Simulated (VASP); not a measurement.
Set up this calculation in VASP 6.6.1, as the native input.

```
Task                               : single point
Functional                         : HSE06
Potentials or basis                : VASP PAW PBE potentials, release 64 (Li_sv, F)
Cutoff                             : 520 eV
k mesh                             : 6 × 6 × 4
Occupations                        : gaussian, width 0.01 eV
Spin                               : no spin polarisation
Dipole correction                  : no
Grid for exact exchange (PRECFOCK) : Normal
Further INCAR settings             : ALGO = Normal; EDIFF = 1e-06; NBANDS = 18
Screening parameter                : 0.2079 1/Å
```

LiF:

```
CELL_PARAMETERS angstrom
3.17344 0.00000 0.00000
-1.58672 2.74828 0.00000
0.00000 0.00000 4.50576
ATOMIC_POSITIONS crystal
Li 0.33333 0.66667 0.97815
Li 0.66667 0.33333 0.47815
F 0.33333 0.66667 0.39685
F 0.66667 0.33333 0.89685
```

This cell differs from its parent crystal: epitaxial xy strain +3.0%.

The input as run:

POSCAR

```
LiF
1.0
    3.1734430103      0.0000000000      0.0000000000
   -1.5867215051      2.7482822644      0.0000000000
    0.0000000000      0.0000000000      4.5057633622
Li F
2 2
Direct
    0.3333333333      0.6666666667     -0.0218484462
    0.6666666667      0.3333333333      0.4781515538
    0.3333333333      0.6666666667      0.3968484462
    0.6666666667      0.3333333333      0.8968484462
```

INCAR.step1

```
SYSTEM = LiF
  ALGO = Normal
  EDIFF = 1E-5
  ENCUT = 520
  GGA = PE
  ISIF = 2
  ISMEAR = 0
  LASPH = .TRUE.
  LCHARG = .FALSE.
  LREAL = .FALSE.
  LWAVE = .TRUE.
  NBANDS = 18
  NELM = 100
  PREC = Accurate
  SIGMA = 0.01
```

INCAR.step2

```
SYSTEM = LiF
  ALGO = Normal
  EDIFF = 1E-6
  ENCUT = 520
  GGA = PE
  HFSCREEN = 0.2079
  ISIF = 2
  ISMEAR = 0
  ISTART = 1
  LASPH = .TRUE.
  LCHARG = .FALSE.
  LHFCALC = .TRUE.
  LREAL = .FALSE.
  LWAVE = .FALSE.
  NBANDS = 18
  NELM = 100
  PREC = Accurate
  PRECFOCK = Normal
  SIGMA = 0.01
```

KPOINTS

```
k-points
0
G
  6 6 4
  0 0 0
```

Potentials or basis: VASP PAW PBE potentials, release 64 (Li_sv, F).

The run is started by

```sh
$ cat potpaw_PBE.64/Li_sv/POTCAR potpaw_PBE.64/F/POTCAR > POTCAR
$ cp INCAR.step1 INCAR
$ mpirun -np 1 vasp_std > vasp.out
$ cp INCAR.step2 INCAR
$ mpirun -np 1 vasp_std > vasp.out
```

It gave:

```yaml
Largest_force: 0.004 eV/Å
Band_gap_on_the_k_mesh: 9.79 eV, direct
```

Caveat: the cell differs from its parent crystal (epitaxial xy strain +3.0%); the PAW data sets were made with another functional, which shifts forces and pressure a little.

It took 26 min on 1 thread of Intel(R) Xeon(R) Platinum 8375C CPU @ 2.90GHz (Ice Lake) (shared host), peak memory 0.26 GiB.
